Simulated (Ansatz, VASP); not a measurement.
**Two plane-wave programs on Te**

File POSCAR:

```
Te
1.0
    4.6324895870      0.0000000000      0.0000000000
   -2.3162447935      4.0118536651      0.0000000000
    0.0000000000      0.0000000000      5.8869033494
Te
3
Direct
    0.2535874851      0.0000000000      0.3333333333
    1.0000000000      0.2535874851      0.6666666667
    0.7464125149      0.7464125149      0.0000000000
```

INCAR.step1

```
ALGO     = Normal         # electronic algorithm
EDIFF    = 1E-5           # SCF threshold, eV
ENCUT    = 550            # plane-wave cutoff, eV
GGA      = PE             # functional
GGA_COMPAT= False        
ISMEAR   = 1              # smearing method
LASPH    = True           # aspherical terms in the spheres
LCHARG   = False          # write CHGCAR
LREAL    = False          # projectors in reciprocal space
LWAVE    = True           # write WAVECAR
NBANDS   = 16             # bands
NELM     = 120            # most SCF steps
PREC     = Accurate       # precision mode
SIGMA    = 0.1            # smearing width, eV
```

INCAR.step2

```
ALGO     = Normal         # electronic algorithm
EDIFF    = 1E-6           # SCF threshold, eV
ENCUT    = 550            # plane-wave cutoff, eV
GGA_COMPAT= False        
ISIF     = 2              # what is computed and relaxed
ISMEAR   = 1              # smearing method
ISTART   = 1            
LASPH    = True           # aspherical terms in the spheres
LCHARG   = False          # write CHGCAR
LMIXTAU  = True         
LREAL    = False          # projectors in reciprocal space
LWAVE    = False          # write WAVECAR
METAGGA  = R2SCAN         # meta-GGA
NBANDS   = 16             # bands
NELM     = 120            # most SCF steps
PREC     = Accurate       # precision mode
SIGMA    = 0.1            # smearing width, eV
```

KPOINTS

```
k-points
0
Gamma
  8 8 6
```

Input for Ansatz:

```yaml
crystal:
  lattice:
    - [4.632489587, 0.0, 0.0]
    - [-2.3162447935, 4.0118536651, 0.0]
    - [0.0, 0.0, 5.8869033494]
  atoms:
    - { symbol: Te, position: [0.2535874851, 0.0, 0.3333333333] }
    - { symbol: Te, position: [1.0, 0.2535874851, 0.6666666667] }
    - { symbol: Te, position: [0.7464125149, 0.7464125149, 0.0] }
hamiltonian:
  xc: r2scan
  pseudopotentials:
    kind: paw
    azcp:
      Te: "pseudopotentials/Te.paw.azcp"
basis:
  ecutwfc: 500
  fft_grid_basis: typed
kpoints:
  mp_grid: { grid: [8, 8, 6], shift: [0, 0, 0] }
magnetization:
  spin_polarized: false
scf:
  occupations: { method: methfessel_paxton, width: 0.1 }
  lower_state_search: "off"
output:
  stress: true
  write_density: true
  write_potential: true
  elf: true
  volumetric_format: npy
```

Alike in both runs: task single point; functional r2SCAN; k mesh 8 × 8 × 6; occupations methfessel-paxton of order 1, width 0.1 eV; no spin polarisation.

```csv
,VASP,Ansatz
version,VASP 6.6.1,Ansatz 0.2.0
potentials or method,"VASP PAW PBE potentials, release 64 (Te), cutoff 550 eV","plane waves (500 eV) with PAW, scalar-relativistic"
valence electrons in the cell,18,48
```

|  | VASP | Ansatz | Ansatz less VASP |
| --- | --- | --- | --- |
| pressure (GPa) | 0.0 | 0.0 | -0.04 |
| traceless stress, the component that is largest in VASP (GPa) | 0.10 | 0.07 | -0.032 |

VASP's potentials were made for PBE, not for r2SCAN. With one functional, cell and mesh, what is left measures potentials, basis and numerics. VASP's potentials hold 18 valence electrons a cell and Ansatz's 48, so a difference there can come from the potentials and not from the codes.

Neither program's run includes spin-orbit coupling.
